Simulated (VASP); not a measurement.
# BC6 in VASP: a series of runs, part 2 of 2

VASP 6.6.1.

## (3) Single point, PBE

File INCAR:

```
SYSTEM = BC6
ALGO     = Normal         ! electronic algorithm
EDIFF    = 1E-6           ! SCF threshold, eV
ENCUT    = 520            ! plane-wave cutoff, eV
GGA      = PE             ! functional
ISIF     = 2              ! what is computed and relaxed
ISMEAR   = -1             ! smearing method
ISYM     = 0            
LASPH    = .True.         ! aspherical terms in the spheres
LCHARG   = .True.         ! write CHGCAR
LELF     = .True.         ! ELF
LREAL    = .False.        ! projectors in reciprocal space
LVHAR    = .True.       
LWAVE    = .False.        ! write WAVECAR
NBANDS   = 40             ! bands
NELM     = 100            ! most SCF steps
PREC     = Accurate       ! precision mode
SIGMA    = 0.2482         ! smearing width, eV
```

File KPOINTS:

```
Automatic mesh
0
Gamma
  1 1 1
  0.25 0.25 0.25
```

File POSCAR:

```
BC6
1.0
    4.9729980000     -0.1966600000      0.0225860000
   -0.1966600000      4.9296060000     -0.1069400000
    0.0225860000     -0.1069400000      4.8244630000
C B
12 2
Direct
    0.1971612809      0.9093252731      0.1393452826
    0.3070137812      0.2454792867      0.7164188722
    0.4880721541      0.5572902809      0.3168715409
    0.9714677452      0.5530200274      0.9770992940
    0.7418230500      1.0205598001      0.1819599092
   -0.0246546943      0.6371393308      0.4650033653
    0.6745174390      0.5104315596      0.5362434949
    0.4958502622      0.8194260831      0.2133609795
   -0.0528479489      0.7894885400      0.2267581964
    0.1207153920      0.0529981182      0.8858233841
    0.6124693320      0.3046355358      0.7551519188
    0.9873538208      0.7524079232      0.7663139151
    0.1999384960      0.4556457583      0.4839083534
    0.8200680243      0.1932996346      0.9452165778
```

Potentials or basis: VASP PAW PBE potentials, release 64 (C, B).

Started as:

```console
$ cat potpaw_PBE.64/C/POTCAR potpaw_PBE.64/B/POTCAR > POTCAR
$ mpirun -np 1 vasp_std > vasp.out
```

OUTCAR:

```text
SYSTEM = BC6
   EDIFF = 1E-6
   ENCUT = 520
   GGA = PE
   ISIF = 2
   ISMEAR = -1
   ISYM = 0
   LASPH = .True.
   LREAL = .False.
   NELM = 100
   PREC = Accurate

 ion  position               nearest neighbor table
   1  0.197  0.909  0.139-   9 1.40  10 1.51   8 1.63
   2  0.307  0.245  0.716-  10 1.53  11 1.54  13 1.68
   3  0.488  0.557  0.317-   8 1.40   7 1.45  13 1.69
   4  0.971  0.553  0.977-  12 1.44   9 1.65  14 1.87
   5  0.742  0.021  0.182-  14 1.49   8 1.52   9 1.61
   6  0.975  0.637  0.465-   9 1.42  13 1.49  12 1.54   7 1.62
   7  0.675  0.510  0.536-   3 1.45  11 1.51   6 1.62
   8  0.496  0.819  0.213-   3 1.40   5 1.52   1 1.63
   9  0.947  0.789  0.227-   1 1.40   6 1.42   5 1.61   4 1.65
  10  0.121  0.053  0.886-   1 1.51   2 1.53  12 1.66  14 1.71
  11  0.612  0.305  0.755-   7 1.51   2 1.54  14 1.54
  12  0.987  0.752  0.766-   4 1.44   6 1.54  10 1.66
  13  0.200  0.456  0.484-   6 1.49   2 1.68   3 1.69
  14  0.820  0.193  0.945-   5 1.49  11 1.54  10 1.71   4 1.87

IMPORTANT INFORMATION: All symmetrisations will be switched off!
NOSYMM: (Re-)initialisation of all symmetry stuff for point group C_1.

----------------------------------------------------------------------------------------

                                     Primitive cell

  volume of cell :     118.0263

  direct lattice vectors                    reciprocal lattice vectors
     4.972998000 -0.196660000  0.022586000     0.201406506  0.008018243 -0.000765162
    -0.196660000  4.929606000 -0.106940000     0.008018243  0.203272777  0.004468247
     0.022586000 -0.106940000  4.824463000    -0.000765162  0.004468247  0.207379581

  length of vectors
     4.976936245  4.934686073  4.825700937     0.201567503  0.203479924  0.207429124

  position of ions in fractional coordinates (direct lattice)
     0.197161281  0.909325273  0.139345283
     0.307013781  0.245479287  0.716418872
     0.488072154  0.557290281  0.316871541
     0.971467745  0.553020027  0.977099294
[... 108 lines left out ...]
  volume of cell :      118.03
 maximum number of plane-waves:      3173
 NGX is ok and might be reduce to    40
   NGX = 19   NGY = 19   NGZ = 17

 number of electron      54.0000000 magnetization

 Free energy of the ion-electron system (eV)
  ---------------------------------------------------
  ext. energy  EPLUGINS =         0.00000000
  ---------------------------------------------------
  free energy    TOTEN  =      -110.73943609 eV

  energy without entropy =     -110.10463366  energy(sigma->0) =     -110.42203487

 E-fermi :   4.7684     XC(G=0): -10.8575

 val. band max:        4.4592906517   @ k =   0.2500   0.2500   0.2500
 cond. band min:       5.0277614683   @ k =   0.2500   0.2500   0.2500
 fundamental gap:      0.5684708166
 Fermi energy:         4.7683633517

 k-point     1 :       0.2500    0.2500    0.2500
  band No.  band energies     occupation
      1     -14.1552      2.00000
      2     -12.1952      2.00000
      3     -10.6849      2.00000
      4     -10.2609      2.00000
      5      -8.9119      2.00000
      6      -8.0412      2.00000
[... 31 lines left out ...]
     38      12.5893      0.00000
     39      12.8342      0.00000
 [bands above 39 left out]

------------------------ aborting loop because EDIFF is reached ----------------------------------------

  FORCE on cell =-STRESS in cart. coord.  units (eV):
  Direction    XX          YY          ZZ          XY          YZ          ZX
  --------------------------------------------------------------------------------------
  -------------------------------------------------------------------------------------
  Total       -7.6150156    -15.6129938      4.9602195     -2.7981902      3.4238351     -6.4161543
  in kB     -103.3719167   -211.9424545     67.3337297    -37.9847259     46.4776983    -87.0976770
  external PRESSURE =     -82.6602138 kB  Pullay stress =       0.0000000 kB

 VOLUME and BASIS-vectors are now :
 -----------------------------------------------------------------------------
  energy-cutoff  :      520.00
  volume of cell :      118.03
      direct lattice vectors                 reciprocal lattice vectors
     4.972998000 -0.196660000  0.022586000     0.201406506  0.008018243 -0.000765162
    -0.196660000  4.929606000 -0.106940000     0.008018243  0.203272777  0.004468247
     0.022586000 -0.106940000  4.824463000    -0.000765162  0.004468247  0.207379581

 POSITION                                       TOTAL-FORCE (eV/Angst)
 -----------------------------------------------------------------------------------
      0.80480      4.42894      0.57948         5.136193      0.386674     -1.386553
      1.49468      1.07313      3.43702         1.446070      0.040705      0.196791
      2.32474      2.61735      1.48016        -1.839095     -0.125577      4.702895
      4.74442      2.43063      4.67678        -1.483501      3.105726      0.040431
      3.68915     -0.06399      0.89241        -3.893878     -6.882876      1.266213
      4.73559      2.89931      2.19728        -4.016661     -0.975334      4.968639
      3.26610      2.32623      2.54774         1.237919     -1.818759     -1.674313
      2.30953      3.91912      0.95292        -1.783759      4.771097     -1.938744
      4.56005      3.68135      1.03095         0.980763      0.262526     -0.173022
      0.60990      0.14279      4.27068        -0.142124     -0.221217     -2.111687
      3.00295      1.30053      3.62446        -4.536973      0.678625     -3.657913
      4.77945      3.43295      3.63889         2.527654     -0.420675     -0.853575
      0.91562      2.15509      2.29039         4.409892     -1.798571      0.118476
      4.06153      0.69054      4.55801         1.957501      2.997656      0.502359
 -----------------------------------------------------------------------------------
    total drift:                                0.000429      0.000051     -0.000144

  FREE ENERGIE OF THE ION-ELECTRON SYSTEM (eV)
  ---------------------------------------------------
  free  energy   TOTEN  =      -110.7394360917 eV

  energy  without entropy=     -110.1046336571  energy(sigma->0) =     -110.42203487
```

OSZICAR:

```text
N       E                     dE             d eps       ncg     rms          rms(c)
DAV:   1     0.161031640375E+03    0.16103E+03   -0.26503E+04    80   0.125E+03
DAV:   2    -0.100823101930E+03   -0.26185E+03   -0.24810E+03    96   0.244E+02
DAV:   3    -0.116415695111E+03   -0.15593E+02   -0.15358E+02   104   0.568E+01
DAV:   4    -0.116692651591E+03   -0.27696E+00   -0.27614E+00   104   0.810E+00
DAV:   5    -0.116700113280E+03   -0.74617E-02   -0.74578E-02   104   0.129E+00    0.149E+01
DAV:   6    -0.111933527450E+03    0.47666E+01   -0.76601E+00    96   0.114E+01    0.823E+00
DAV:   7    -0.110825551774E+03    0.11080E+01   -0.29159E+00    96   0.746E+00    0.361E+00
DAV:   8    -0.110734980919E+03    0.90571E-01   -0.51110E-01   104   0.319E+00    0.143E+00
DAV:   9    -0.110737925421E+03   -0.29445E-02   -0.51101E-02   104   0.110E+00    0.508E-01
DAV:  10    -0.110738903074E+03   -0.97765E-03   -0.57885E-03    96   0.382E-01    0.159E-01
DAV:  11    -0.110739289250E+03   -0.38618E-03   -0.13065E-03   104   0.182E-01    0.460E-02
DAV:  12    -0.110739375780E+03   -0.86530E-04   -0.17514E-04    96   0.662E-02    0.271E-02
DAV:  13    -0.110739423734E+03   -0.47954E-04   -0.48800E-05   104   0.349E-02    0.117E-02
DAV:  14    -0.110739434324E+03   -0.10589E-04   -0.10986E-05    96   0.166E-02    0.446E-03
DAV:  15    -0.110739435999E+03   -0.16757E-05   -0.24202E-06    80   0.760E-03    0.121E-03
DAV:  16    -0.110739436092E+03   -0.92382E-07   -0.21304E-07    64   0.240E-03
   1 F= -.11073944E+03 E0= -.11042203E+03  d E =-.634802E+00
```

stdout:

```text
POSCAR found type information on POSCAR C B
 POSCAR found :  2 types and      14 ions
 scaLAPACK will be used
 LDA part: xc-table for (Slater+PW92), standard interpolation
 POSCAR, INCAR and KPOINTS ok, starting setup
 FFT: planning ... GRIDC
 FFT: planning ... GRID_SOFT
 FFT: planning ... GRID
 WAVECAR not read
 entering main loop
```

Run time: 35 s. Hardware: 1 thread of Intel Xeon 6975P-C, shared host; peak memory 0.21 GiB.

What came out:

```
Free energy            : -110.7394 eV
Pressure               : -8.3 GPa
Largest force          : 8.009 eV/Å
Band gap on the k mesh : 0.57 eV
```

Forces in eV/Å, atoms in the order of the input:
```
C    5.136  0.387 -1.387
C    1.446  0.041  0.197
C   -1.839 -0.126  4.703
C   -1.484  3.106  0.040
C   -3.894 -6.883  1.266
C   -4.017 -0.975  4.969
C    1.238 -1.819 -1.674
C   -1.784  4.771 -1.939
C    0.981  0.263 -0.173
C   -0.142 -0.221 -2.112
C   -4.537  0.679 -3.658
C    2.528 -0.421 -0.854
B    4.410 -1.799  0.118
B    1.958  2.998  0.502
```

Stress tensor (GPa, compression positive):
```
-10.34  -3.80  -8.71
 -3.80 -21.19   4.65
 -8.71   4.65   6.73
```

Caveat: the k points lie up to 1.30 Å⁻¹ apart.

## (4) Single point, PBE

File INCAR:

```
PREC = Accurate ; ENCUT = 520
EDIFF = 1E-6 ; ISMEAR = -1
SIGMA = 0.2482 ; LREAL = False
LASPH = True ; NELM = 60
ALGO = Normal ; ISIF = 2
LWAVE = False ; LCHARG = False
GGA = PE ; ISYM = 0
NBANDS = 40
```

KPOINTS is that of step 3.

File POSCAR:

```
BC6
1.0
    4.9729980000     -0.1966600000      0.0225860000
   -0.1966600000      4.9296060000     -0.1069400000
    0.0225860000     -0.1069400000      4.8244630000
C B
12 2
Direct
    0.2089836322      0.8835150973      0.1590761501
    0.2720260454      0.2220808367      0.7240076967
    0.4458352334      0.6473713322      0.4712796545
    0.9354013676      0.5444433443      1.0307756109
    0.6927310287      1.0263610870      0.2137674248
   -0.0918785633      0.6496446831      0.5283819508
    0.6675371361      0.5004077687      0.4908947614
    0.4670412920      0.8799225682      0.2773913542
   -0.0554245923      0.8454975782      0.2859709632
    0.2368397578     -0.0403850945      0.8670515154
    0.5414582379      0.3160524262      0.7282004797
    0.9786056979      0.7661042950      0.8413571428
    0.1848011296      0.5273735325      0.5917218988
    0.7218781672      0.2599304126      0.9997004056
```

Started as:

```console
$ cat potpaw_PBE.64/C/POTCAR potpaw_PBE.64/B/POTCAR > POTCAR
$ mpirun -np 1 vasp_std > vasp.out
```

It took 27 s on 1 thread of Intel Xeon 6975P-C, shared host; peak memory 0.21 GiB.

Results (log left out):

```
Free energy            : -109.2571 eV
Pressure               : -1.1 GPa
Largest force          : 7.422 eV/Å
Band gap on the k mesh : 0.57 eV
```

Forces on the atoms (eV/Å):
```
C    2.734  3.348  1.096
C    0.231  0.922  0.144
C   -0.487  1.797 -2.926
C   -1.281  1.724  0.137
C    4.450 -0.576 -2.081
C    4.737  3.062  0.489
C   -4.914 -2.934  4.725
C   -2.986 -2.891  3.058
C   -1.122 -1.456  0.817
C   -6.923  0.145  0.322
C    4.242 -0.383  0.732
C    0.988 -2.002 -5.905
B   -1.177 -2.573 -0.647
B    1.507  1.817  0.040
```

Stress tensor (GPa, compression positive):
```
 18.39  -2.10   7.24
 -2.10 -28.68   6.35
  7.24   6.35   6.95
```

Levels at points of the mesh, in eV from the valence-band top:
| k point | band 25 | band 26 | band 27 | band 28 | band 29 | band 30 |
| --- | --- | --- | --- | --- | --- | --- |
| (0.25, 0.25, 0.25) | -1.50 | -0.78 | 0.00 | 0.57 | 1.67 | 2.44 |

Caveat: the k points lie up to 1.30 Å⁻¹ apart.

## (5) Single point, PBE

File INCAR:

```
SYSTEM = BC6
  PREC = Accurate
  ENCUT = 520
  EDIFF = 1E-7
  ISMEAR = -1
  SIGMA = 0.1379
  LREAL = .FALSE.
  LASPH = .TRUE.
  NELM = 100
  ALGO = Normal
  ISIF = 2
  LWAVE = .FALSE.
  LCHARG = .TRUE.
  GGA = PE
  LELF = .TRUE.
  LVHAR = .TRUE.
  ISYM = 0
  NBANDS = 40
```

KPOINTS is that of step 4.

File POSCAR:

```
BC6
1.0
    4.9729980000     -0.1966600000      0.0225860000
   -0.1966600000      4.9296060000     -0.1069400000
    0.0225860000     -0.1069400000      4.8244630000
C B
12 2
Direct
    0.2374550264      1.0099207608      0.2089633120
    0.2930749424      0.2178019565      0.7342969260
    0.4429186479      0.6406019719      0.4444449495
    0.9317388223      0.5888299601      0.0409102988
    0.7263007357      0.0175567826      0.2639958673
    0.9198293013      0.6084524738      0.5483480012
    0.6449684062      0.5152555480      0.5918959627
    0.4807072900      0.8918811938      0.3408732785
    0.9551687076      0.8245525054      0.3086169807
    0.1491934080      0.9903846188      0.8621056994
    0.5620865181      0.3034392982      0.7886408316
    1.0091205149      0.7273698583      0.8130370026
    0.1789816481      0.4019060269      0.4974081781
    0.7804832299      0.2625776227      1.0297960740
```

Started as:

```console
$ cat potpaw_PBE.64/C/POTCAR potpaw_PBE.64/B/POTCAR > POTCAR
$ mpirun -np 1 vasp_std > vasp.out
```

Run time: 34 s. Hardware: 1 thread of Intel Xeon 6975P-C, shared host; peak memory 0.21 GiB.

It converged, with:

```yaml
Free_energy: -112.5638 eV
Pressure: -10.7 GPa
Largest_force: 6.172 eV/Å
Band_gap_on_the_k_mesh: 0.43 eV
```

Forces on the atoms (eV/Å):
```
C   -3.147 -2.086  0.909
C   -2.290 -0.512 -1.188
C   -1.525 -5.182  2.986
C   -0.738 -0.144  3.242
C    1.591 -0.909 -0.981
C    2.779  1.278 -1.790
C   -1.757 -0.606 -0.938
C   -0.815  2.919 -4.479
C    0.294 -1.609 -2.133
C    2.509  1.096  3.794
C    2.303  1.212 -0.015
C    0.714  1.795  0.015
B    1.295  2.017  0.208
B   -1.212  0.733  0.370
```

Stress tensor (GPa, compression positive):
```
  8.61  -3.01  -3.63
 -3.01 -35.15   5.62
 -3.63   5.62  -5.65
```

Levels at points of the mesh, in eV from the valence-band top:
| k point | band 23 | band 24 | band 25 | band 26 | band 27 | band 28 | band 29 | band 30 | band 31 | band 32 |
| --- | --- | --- | --- | --- | --- | --- | --- | --- | --- | --- |
| (0.25, 0.25, 0.25) | -2.56 | -1.83 | -1.62 | -0.73 | 0.00 | 0.43 | 1.70 | 2.90 | 3.94 | 4.38 |

Caveat: the k points lie up to 1.30 Å⁻¹ apart.
